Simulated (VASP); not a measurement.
# SiGe3Ru (P4/mmm) in VASP: single point with PBE

Aim: the single point of SiGe3Ru with PBE.

Program: VASP 6.6.1. These are calculated values, not measurements. Logs are shortened: lines on timing, memory, paths and dates and some standing lists are left out, and cuts for length are marked.

### 1 The cell of the first run

Symmetry: P4/mmm, No. 123, tetragonal system. Conventional cell: a = 3.434 Å, b = 3.434 Å, c = 7.700 Å, α = 90.00°, β = 90.00°, γ = 90.00°. Si (site symmetry 4/mmm) has 8 Ge at 2.77 Å and 4 Si at 3.43 Å within 3.7 Å. Ge (site symmetry 4mm) has 1 Ru at 2.51 Å and 1 Ge at 2.69 Å and 4 Si at 2.77 Å within 3.3 Å. Ge (site symmetry 4/mmm) has 4 Ru at 2.43 Å within 3.2 Å. Within 3.2 Å of Ru (site symmetry 4/mmm) lie 6 Ge at 2.43 to 2.51 Å.

### 2 Single point, PBE

INCAR

```
  PREC = Accurate
  ENCUT = 520
  EDIFF = 1E-6
  ISMEAR = 0
  SIGMA = 0.1
  LREAL = F
  LASPH = T
  NELM = 100
  ALGO = Normal
  ISIF = 2
  LWAVE = F
  LCHARG = T
  GGA = PE
  LELF = T
  LVHAR = T
  NBANDS = 38
```

KPOINTS

```
Automatic mesh
0
Gamma
  12 12 6
```

POSCAR

```
SiGe3Ru
1.0
    3.4339735586      0.0000000000      0.0000000000
    0.0000000000      3.4339735586      0.0000000000
    0.0000000000      0.0000000000      7.6995294351
Si Ge Ru
1 3 1
Direct
    0.0000000000      0.0000000000      0.5000000000
    0.5000000000      0.5000000000      0.3256368490
    0.5000000000      0.5000000000      0.6743631510
    0.0000000000      0.0000000000      0.0000000000
    0.5000000000      0.5000000000      0.0000000000
```

Potentials or basis: VASP PAW PBE potentials, release 64 (Si, Ge_d, Ru_pv).

The run is started by

```sh
$ cat potpaw_PBE.64/Si/POTCAR potpaw_PBE.64/Ge_d/POTCAR potpaw_PBE.64/Ru_pv/POTCAR > POTCAR
$ mpirun -np 1 vasp_std > vasp.out
```

OUTCAR:

```text
PREC = Accurate
   ENCUT = 520
   EDIFF = 1E-6
   ISMEAR = 0
   LREAL = F
   LASPH = T
   NELM = 100
   ISIF = 2
   GGA = PE

 ion  position               nearest neighbor table
   1  0.000  0.000  0.500-   2 2.77   3 2.77   2 2.77   3 2.77   2 2.77   3 2.77   2 2.77   3 2.77

   2  0.500  0.500  0.326-   5 2.51   3 2.69   1 2.77   1 2.77   1 2.77   1 2.77
   3  0.500  0.500  0.674-   5 2.51   2 2.69   1 2.77   1 2.77   1 2.77   1 2.77
   4  0.000  0.000  0.000-   5 2.43   5 2.43   5 2.43   5 2.43
   5  0.500  0.500  0.000-   4 2.43   4 2.43   4 2.43   4 2.43   2 2.51   3 2.51

  LATTYP: Found a simple tetragonal cell.
 ALAT       =     3.4339735586
 C/A-ratio  =     2.2421632851

  Lattice vectors:

 A1 = (   3.4339735586,   0.0000000000,   0.0000000000)
 A2 = (   0.0000000000,   3.4339735586,   0.0000000000)
 A3 = (   0.0000000000,   0.0000000000,   7.6995294351)

Analysis of symmetry for initial positions (statically):
=====================================================================
 Subroutine PRICEL returns:
 Original cell was already a primitive cell.

 Routine SETGRP: Setting up the symmetry group for a
 simple tetragonal supercell.

 Subroutine GETGRP returns: Found 16 space group operations
 (whereof 16 operations were pure point group operations)
 out of a pool of 16 trial point group operations.

The static configuration has the point symmetry D_4h.

Analysis of symmetry for dynamics (positions and initial velocities):
=====================================================================
 Subroutine PRICEL returns:
 Original cell was already a primitive cell.

 Routine SETGRP: Setting up the symmetry group for a
 simple tetragonal supercell.

 Subroutine GETGRP returns: Found 16 space group operations
 (whereof 16 operations were pure point group operations)
 out of a pool of 16 trial point group operations.

The dynamic configuration has the point symmetry D_4h.

 Subroutine INISYM returns: Found 16 space group operations
 (whereof 16 operations are pure point group operations),
 and found     1 'primitive' translations

----------------------------------------------------------------------------------------

                                     Primitive cell

  volume of cell :      90.7942

  direct lattice vectors                    reciprocal lattice vectors
     3.433973559  0.000000000  0.000000000     0.291207833  0.000000000  0.000000000
     0.000000000  3.433973559  0.000000000     0.000000000  0.291207833  0.000000000
     0.000000000  0.000000000  7.699529435     0.000000000  0.000000000  0.129878067

  length of vectors
     3.433973559  3.433973559  7.699529435     0.291207833  0.291207833  0.129878067

  position of ions in fractional coordinates (direct lattice)
     0.000000000  0.000000000  0.500000000
     0.500000000  0.500000000  0.325636849
     0.500000000  0.500000000  0.674363151
     0.000000000  0.000000000  0.000000000
     0.500000000  0.500000000  0.000000000

  ion indices of the primitive-cell ions
   primitive index   ion index
                 1           1
                 2           2
                 3           3
                 4           4
                 5           5

----------------------------------------------------------------------------------------

 KPOINTS: Automatic mesh

Automatic generation of k-mesh.
 Grid dimensions read from file:
 generate k-points for:   12   12    6

 Generating k-lattice:

  Cartesian coordinates                     Fractional coordinates (reciprocal lattice)
     0.024267319  0.000000000  0.000000000     0.083333333  0.000000000  0.000000000
     0.000000000  0.024267319  0.000000000     0.000000000  0.083333333  0.000000000
     0.000000000  0.000000000  0.021646345     0.000000000  0.000000000  0.166666667

  Length of vectors
     0.024267319  0.024267319  0.021646345

  Shift w.r.t. Gamma in fractional coordinates (k-lattice)
     0.000000000  0.000000000  0.000000000

 Subroutine IBZKPT returns following result:
 ===========================================

 Found    112 irreducible k-points:

 Following reciprocal coordinates:
            Coordinates               Weight
  0.000000  0.000000  0.000000      1.000000
  0.083333  0.000000  0.000000      4.000000
  0.166667  0.000000  0.000000      4.000000
  0.250000  0.000000  0.000000      4.000000
  0.333333  0.000000  0.000000      4.000000
  0.416667  0.000000  0.000000      4.000000
[... 16 lines left out ...]
  0.333333  0.333333  0.000000      4.000000
  0.416667  0.333333  0.000000      8.000000
 [... further k-points ...]
   k-points           NKPTS =    112   k-points in BZ     NKDIM =    112   number of bands    NBANDS=     38
   number of dos      NEDOS =    301   number of ions     NIONS =      5
   total plane-waves  NPLWV =  47040
   dimension x,y,z NGX =    28 NGY =   28 NGZ =   60
   dimension x,y,z NGXF=    56 NGYF=   56 NGZF=  120
   ions per type =               1   3   1
   NGX,Y,Z   is equivalent  to a cutoff of  13.56, 13.56, 12.96 a.u.
   NGXF,Y,Z  is equivalent  to a cutoff of  27.11, 27.11, 25.91 a.u.
 SYSTEM =  unknown system
   PREC   = accura    normal or accurate (medium, high low for compatibility)
   ISTART =      0    job   : 0-new  1-cont  2-samecut
   ICHARG =      2    charge: 1-file 2-atom 10-const
   ISPIN  =      1    spin polarized calculation?
   LNONCOLLINEAR =      F non collinear calculations
   LSORBIT =      F    spin-orbit coupling
   LASPH  =      T    aspherical Exc in radial PAW
   ENCUT  =  520.0 eV  38.22 Ry    6.18 a.u.   6.38  6.38 14.32*2*pi/ulx,y,z
   NELM   =    100;   NELMIN=  2; NELMDL= -5     # of ELM steps
   EDIFF  = 0.1E-05   stopping-criterion for ELM
   LREAL  =      F    real-space projection
   EDIFFG = 0.1E-04   stopping-criterion for IOM
   NSW    =      0    number of steps for IOM
   IBRION =     -1    ionic relax: 0-MD 1-quasi-New 2-CG
   NFREE  =      0    steps in history (QN), initial steepest desc. (CG)
   ISIF   =      2    stress and relaxation
   ISYM   =      2    0-nonsym 1-usesym 2-fastsym
   POTIM  = 0.5000    time-step for ionic-motion
   TEBEG  =    0.0;   TEEND  =   0.0 temperature during run
   PSTRESS=    0.0 pullay stress
   NELECT =      60.0000    total number of electrons
   NUPDOWN=      -1.0000    fix difference up-down
   EMIN   =  10.00;   EMAX   =-10.00  energy-range for DOS
   EFERMI =   0.00;   METHOD = LEGACY
   ISMEAR =     0;   SIGMA  =   0.10  broadening in eV -4-tet -1-fermi 0-gaus
   EFERMI_NEDOS =   21; number of points for ismear=-14 and -15
   IALGO  =     38    algorithm
   IMIX   =      4    mixing-type and parameters
     AMIX     =   0.40;   BMIX     =  1.00
     AMIX_MAG =   1.60;   BMIX_MAG =  1.00
  volume/ion in A,a.u.               =      18.16       122.54
  Fermi-wavevector in a.u.,A,eV,Ry     =   1.425955  2.694665 27.665383  2.033348
  Thomas-Fermi vector in A             =   2.546284
   LORBIT       =      0    0 simple, 1 ext, 2 COOP (PROOUT), +10 PAW based schemes
   GGA     = PE    functional components
   LHFCALC =     F    Hartree Fock is set to
   AEXX    =    0.0000 exact exchange contribution
   IVDW    =     0    specifies the selected vdW correction
   LEPSILON=     F    determine dielectric tensor
   LRPA    =     F    only Hartree local field effects (RPA)
 non-spin polarized calculation
 Gauss-broadening in eV      SIGMA  =   0.10
  energy-cutoff  :      520.00
  volume of cell :       90.79
 maximum number of plane-waves:      2472
 NGX is ok and might be reduce to    28
   NGX = 13   NGY = 13   NGZ = 29

 number of electron      60.0000042 magnetization

 Free energy of the ion-electron system (eV)
  ---------------------------------------------------
  ext. energy  EPLUGINS =         0.00000000
  ---------------------------------------------------
  free energy    TOTEN  =       -27.06927082 eV

  energy without entropy =      -27.05739456  energy(sigma->0) =      -27.06333269

 E-fermi :   7.4170     XC(G=0): -11.2576

 val. band max:        7.4145389751   @ k =   0.5000   0.4167   0.1667
 cond. band min:       7.4375940982   @ k =   0.5000   0.2500   0.5000
 fundamental gap:      0.0230551231
 Fermi energy:         7.4169584835

 k-point     1 :       0.0000    0.0000    0.0000
  band No.  band energies     occupation
      1     -35.0582      2.00000
      2     -35.0582      2.00000
      3     -34.9181      2.00000
      4     -17.6556      2.00000
      5     -17.5823      2.00000
      6     -17.5823      2.00000
[... 30 lines left out ...]
     37      11.0553      0.00000
     38      13.8764      0.00000

 k-point     2 :       0.0833    0.0000    0.0000
  band No.  band energies     occupation
      1     -35.0619      2.00000
      2     -35.0582      2.00000
      3     -34.9178      2.00000
      4     -17.6543      2.00000
      5     -17.5827      2.00000
      6     -17.5822      2.00000
[... 30 lines left out ...]
     37      11.6128      0.00000
     38      14.2344      0.00000

 k-point     3 :       0.1667    0.0000    0.0000
  band No.  band energies     occupation
      1     -35.0720      2.00000
      2     -35.0584      2.00000
      3     -34.9172      2.00000
      4     -17.6507      2.00000
      5     -17.5837      2.00000
      6     -17.5819      2.00000
[... 30 lines left out ...]
     37      13.0970      0.00000
     38      13.5595      0.00000

 k-point     4 :       0.2500    0.0000    0.0000
  band No.  band energies     occupation
      1     -35.0858      2.00000
      2     -35.0585      2.00000
      3     -34.9162      2.00000
      4     -17.6458      2.00000
      5     -17.5850      2.00000
      6     -17.5814      2.00000
[... 30 lines left out ...]
     37      12.5280      0.00000
     38      13.0407      0.00000
[... 703 lines left out ...]
      4     -17.6399      2.00000
      5     -17.5895      2.00000
      6     -17.5860      2.00000
[... 30 lines left out ...]
     37      10.9869      0.00000
     38      11.4329      0.00000

 k-point    23 :       0.3333    0.3333    0.0000
  band No.  band energies     occupation
      1     -35.0957      2.00000
      2     -35.0915      2.00000
      3     -34.9123      2.00000
      4     -17.6422      2.00000
      5     -17.5891      2.00000
      6     -17.5871      2.00000
[... 30 lines left out ...]
     37      11.4651      0.00000
     38      12.0293      0.00000

 k-point    24 :       0.4167    0.3333    0.0000
  band No.  band energies     occupation
      1     -35.1022      2.00000
      2     -35.0920      2.00000
      3     -34.9115      2.00000
      4     -17.6420      2.00000
      5     -17.5901      2.00000
      6     -17.5883      2.00000
[... 30 lines left out ...]
     37      11.1024      0.00000
     38      11.3636      0.00000

 [... further k-points ...]
[... 5 lines left out ...]
  --------------------------------------------------------------------------------------
  -------------------------------------------------------------------------------------
  Total        0.0595633      0.0595633      0.0314728      0.0000000      0.0000000     -0.0000000
  in kB        1.0510690      1.0510690      0.5553763      0.0000000      0.0000000     -0.0000000
  external PRESSURE =       0.8858381 kB  Pullay stress =       0.0000000 kB

 VOLUME and BASIS-vectors are now :
 -----------------------------------------------------------------------------
  energy-cutoff  :      520.00
  volume of cell :       90.79
      direct lattice vectors                 reciprocal lattice vectors
     3.433973559  0.000000000  0.000000000     0.291207833  0.000000000  0.000000000
     0.000000000  3.433973559  0.000000000     0.000000000  0.291207833  0.000000000
     0.000000000  0.000000000  7.699529435     0.000000000  0.000000000  0.129878067

 POSITION                                       TOTAL-FORCE (eV/Angst)
 -----------------------------------------------------------------------------------
      0.00000      0.00000      3.84976         0.000000      0.000000      0.000000
      1.71699      1.71699      2.50725         0.000000     -0.000000     -0.000982
      1.71699      1.71699      5.19228        -0.000000     -0.000000      0.000982
      0.00000      0.00000      0.00000         0.000000      0.000000      0.000000
      1.71699      1.71699      0.00000         0.000000      0.000000      0.000000
 -----------------------------------------------------------------------------------
    total drift:                                0.000000      0.000000     -0.000000

  FREE ENERGIE OF THE ION-ELECTRON SYSTEM (eV)
  ---------------------------------------------------
  free  energy   TOTEN  =       -27.0692708221 eV

  energy  without entropy=      -27.0573945642  energy(sigma->0) =      -27.06333269
```

Wall time 12 min (1 thread of AMD EPYC 7R13, shared host); peak memory 0.42 GiB.

Results:

```
Free energy            : -27.0693 eV
Pressure               : 0.1 GPa
Band gap on the k mesh : zero (band 30 reaches 9.20 eV, above the bottom of band 31 at 6.39 eV)
```

Levels at points of the mesh, in eV from the Fermi level:
```
           k point  band 28  band 29  band 30  band 31  band 32  band 33
(0.00, 0.00, 0.00)    -0.92    -0.92    -0.61     1.83     1.83     2.10
(0.50, 0.00, 0.00)    -1.38    -0.40     1.78     1.95     2.08     2.37
(0.50, 0.50, 0.00)    -2.43    -2.43    -1.15    -0.37    -0.14    -0.14
(0.00, 0.00, 0.50)    -0.97    -0.39    -0.39     1.19     1.19     2.52
(0.50, 0.00, 0.50)    -1.42    -1.35    -0.10     1.96     2.14     2.36
(0.50, 0.50, 0.50)    -2.31    -1.01    -0.86    -0.37    -0.25    -0.25
```
